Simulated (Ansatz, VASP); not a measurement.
# Bi: VASP beside Ansatz

The input INCAR:

```
  PREC = Accurate
  ENCUT = 520
  EDIFF = 1E-7
  ISMEAR = 1
  SIGMA = 0.1
  LREAL = False
  LASPH = True
  NELM = 80
  ALGO = Normal
  ISIF = 2
  LWAVE = False
  LCHARG = False
  GGA = CA
  NBANDS = 22
```

File KPOINTS:

```
regular mesh
0
Gamma
  9 9 9
```

File POSCAR:

```
Bi
1.0
    2.2451514826      1.2962388128      3.8388382945
   -2.2451514826      1.2962388128      3.8388382945
    0.0000000000     -2.5924776257      3.8388382945
Bi
2
Direct
    0.2371145469      0.2371145469      0.2371145469
    0.7628854531      0.7628854531      0.7628854531
```

Input for Ansatz:

```yaml
crystal:
  lattice:
    - [2.2451514826, 1.2962388128, 3.8388382945]
    - [-2.2451514826, 1.2962388128, 3.8388382945]
    - [0.0, -2.5924776257, 3.8388382945]
  atoms:
    - { symbol: Bi, position: [0.2371145469, 0.2371145469, 0.2371145469] }
    - { symbol: Bi, position: [0.7628854531, 0.7628854531, 0.7628854531] }
hamiltonian:
  xc: lda
  pseudopotentials:
    kind: paw
    azcp:
      Bi: "pseudopotentials/Bi.paw.azcp"
basis:
  ecutwfc: 420
  fft_grid_basis: typed
kpoints:
  mp_grid: { grid: [9, 9, 9], shift: [0, 0, 0] }
magnetization:
  spin_polarized: false
scf:
  occupations: { method: methfessel_paxton, width: 0.1 }
  lower_state_search: "off"
output:
  stress: true
  write_density: true
  write_potential: true
  elf: true
  volumetric_format: npy
```

Alike in both runs: task single point; functional LDA; k mesh 9 × 9 × 9; occupations methfessel-paxton of order 1, width 0.1 eV; no spin polarisation.

```csv
,VASP,Ansatz
version,VASP 6.6.1,Ansatz 0.2.0
potentials or method,"VASP PAW LDA potentials, release 64 (Bi_d), cutoff 520 eV","plane waves (420 eV) with PAW, scalar-relativistic"
valence electrons in the cell,30,30
```

VASP gave:

| Property | Result |
| --- | --- |
| pressure (GPa) | 0.1 |
| traceless stress, the component that is largest in VASP (GPa) | -0.08 |

**Question.** Estimate Ansatz's values.

**Answer.** Pressure (GPa): 0.0; traceless stress, the component that is largest in VASP (GPa): -0.07.

Ansatz warns that its potentials were made for another functional, while VASP's fit it. LDA's correlation is that of Perdew and Zunger in VASP and of Perdew and Wang (1992) in Ansatz.

Neither program's run includes spin-orbit coupling.
